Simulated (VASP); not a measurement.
Set up this calculation in VASP 6.6.1, as the native input.

```yaml
Task: single point
Functional: LDA
Potentials_or_basis: VASP PAW LDA potentials, release 64 (W_sv)
Cutoff: 520 eV
k_mesh: 20 × 20 × 20
Occupations: gaussian, width 0.15 eV
Spin: no spin polarisation
Dipole_correction: no
Further_INCAR_settings: ALGO = Normal; EDIFF = 1e-07; NBANDS = 13
```

The structure of W lies in POSCAR:

```
W
1.0
   -1.5523972520      1.5523972520      1.5523972520
    1.5523972520     -1.5523972520      1.5523972520
    1.5523972520      1.5523972520     -1.5523972520
W
1
Direct
    0.0000000000      0.0000000000      0.0000000000
```

One way to write it, as run:

INCAR

```
SYSTEM = W
ALGO = Normal ; EDIFF = 1E-7
ENCUT = 520 ; ISIF = 2
ISMEAR = 0 ; LASPH = .TRUE.
LCHARG = .TRUE. ; LELF = .TRUE.
LREAL = .FALSE. ; LVHAR = .TRUE.
LWAVE = .FALSE. ; NBANDS = 13
NELM = 80 ; PREC = Accurate
SIGMA = 0.15
```

KPOINTS

```
k-points
0
G
  20 20 20
  0 0 0
```

Potentials or basis: VASP PAW LDA potentials, release 64 (W_sv).

Launch:

```sh
$ cat potpaw_LDA.64/W_sv/POTCAR > POTCAR
$ mpirun -np 1 vasp_std > vasp.out
```

Results of the run:

```json
{"Pressure": "12.7 GPa", "Band gap on the k mesh": "zero (bands 7 and 8 overlap by 6.94 eV)"}
```

Caveat: the cell stands under pressure; spin-orbit coupling is left out, which moves the levels of the heavy elements.

Wall time 50 s on 1 thread of Intel(R) Xeon(R) Platinum 8375C CPU @ 2.90GHz (Ice Lake) (shared host), peak memory 0.15 GiB.
